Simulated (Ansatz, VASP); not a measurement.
One calculation of Ag, two programs

```
Ag
1.0
     2.82215    0.04712   -0.01250
    -1.37027    2.46992    0.02741
    -0.02044    0.03997    4.65658
Ag
2
Direct
  0.31252 0.57305 0.25082
  0.68748 0.42695 0.74918
```

Change from the starting cell: all atoms moved at random, sigma 0.25 Å a component, cell strained at random, sigma 0.01; relaxed back.

Alike in both runs: task relaxation of cell and atoms; functional PBEsol; k mesh 12 × 12 × 8; occupations gaussian, width 0.15 eV; no spin polarisation.

```csv
,VASP,Ansatz
version,VASP 6.6.1,Ansatz 0.2.0
potentials or method,"VASP PAW PBE potentials, release 64 (Ag), cutoff 600 eV","scalar-relativistic, plane waves, PAW"
valence electrons in the cell,22,38
```

Ansatz gave:

- gap on the k mesh at the Fermi level, each at its own relaxed structure (eV): none
- relaxed volume (Å³/atom): 16.72
- relaxed length of the cell vector where the two differ most in proportion (Å): 2.874

**Question.** What did VASP give for the same quantities?

**Answer.** gap on the k mesh at the Fermi level, each at its own relaxed structure (eV): none; relaxed volume (Å³/atom): 16.69; relaxed length of the cell vector where the two differ most in proportion (Å): 2.868.

VASP's potentials were made for PBE, not for PBEsol. A gap of «none» marks a metal or a gap that the smearing closes. VASP's potentials hold 22 valence electrons a cell and Ansatz's 38, so a difference there can come from the potentials and not from the codes.
